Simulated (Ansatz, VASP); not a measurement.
## Mn3Si in VASP and in Ansatz

File INCAR:

```
SYSTEM = Mn3Si
PREC = Accurate ; ENCUT = 520
EDIFF = 1E-6 ; ISMEAR = -1
SIGMA = 0.05 ; LREAL = .FALSE.
LASPH = .TRUE. ; NELM = 150
ALGO = Normal ; ISIF = 2
LWAVE = .FALSE. ; LCHARG = .TRUE.
ISPIN = 2 ; MAGMOM = 4 4 4 0
LORBIT = 11 ; LMAXMIX = 4
GGA = CA ; LELF = .TRUE.
LVHAR = .TRUE. ; NBANDS = 34
```

The input KPOINTS:

```
Automatic mesh
0
G
  10 10 10
  0 0 0
```

Contents of POSCAR:

```
Mn3Si
1.0
    0.0000000000      2.7825766318      2.7825766318
    2.7825766318      0.0000000000      2.7825766318
    2.7825766318      2.7825766318      0.0000000000
Mn Si
3 1
Direct
    0.5000000000      0.5000000000      0.5000000000
    0.2500000000      0.2500000000      0.2500000000
    0.7500000000      0.7500000000      0.7500000000
    0.0000000000      0.0000000000      0.0000000000
```

Input for Ansatz:

```yaml
crystal:
  lattice:
    - [0.0, 2.7825766318, 2.7825766318]
    - [2.7825766318, 0.0, 2.7825766318]
    - [2.7825766318, 2.7825766318, 0.0]
  atoms:
    - { symbol: Mn, position: [0.5, 0.5, 0.5], spin: 4.0 }
    - { symbol: Mn, position: [0.25, 0.25, 0.25], spin: 4.0 }
    - { symbol: Mn, position: [0.75, 0.75, 0.75], spin: 4.0 }
    - { symbol: Si, position: [0.0, 0.0, 0.0] }
magnetization:
  spin_polarized: true
kpoints:
  mp_grid: { grid: [10, 10, 10] }
scf:
  occupations: { method: fermi_dirac, width: 0.05 }
hamiltonian:
  xc: lda
  pseudopotentials: { kind: paw }
output:
  forces: true
  stress: true
  eigenvalues: true
  populations: true
```

Change from the starting cell: volume scaled by 0.92, PAW files.

Alike in both runs: task single point; functional LDA; k mesh 10 × 10 × 10; occupations fermi-dirac, width 0.05 eV; collinear spin.

|  | VASP | Ansatz |
| --- | --- | --- |
| version | VASP 6.6.1 | Ansatz 0.2.0 |
| potentials or method | VASP PAW LDA potentials, release 64 (Mn_pv, Si) | PAW with Ansatz's default frozen-core files, scalar-relativistic |
| plane-wave cutoff (eV) | 520 | 420 |
| valence electrons in the cell | 43 | 49 |

Ansatz gave:

| Quantity | Value |
| --- | --- |
| pressure (GPa) | -9.1 |
| net moment per atom (μB) | 0.31 |
| size of the moment on the site where the two differ most (μB) | 0.36 |

Task: Which values does VASP return?

Result: Pressure (GPa): -9.8; net moment per atom (μB): 0.34; size of the moment on the site where the two differ most (μB): 0.24.

LDA's correlation is that of Perdew and Zunger in VASP and of Perdew and Wang (1992) in Ansatz. Site moments also hang on the region over which each program counts them. VASP's potentials hold 43 valence electrons a cell and Ansatz's 49, so a difference there can come from the potentials and not from the codes. Ansatz's warnings: seeded moment not kept.
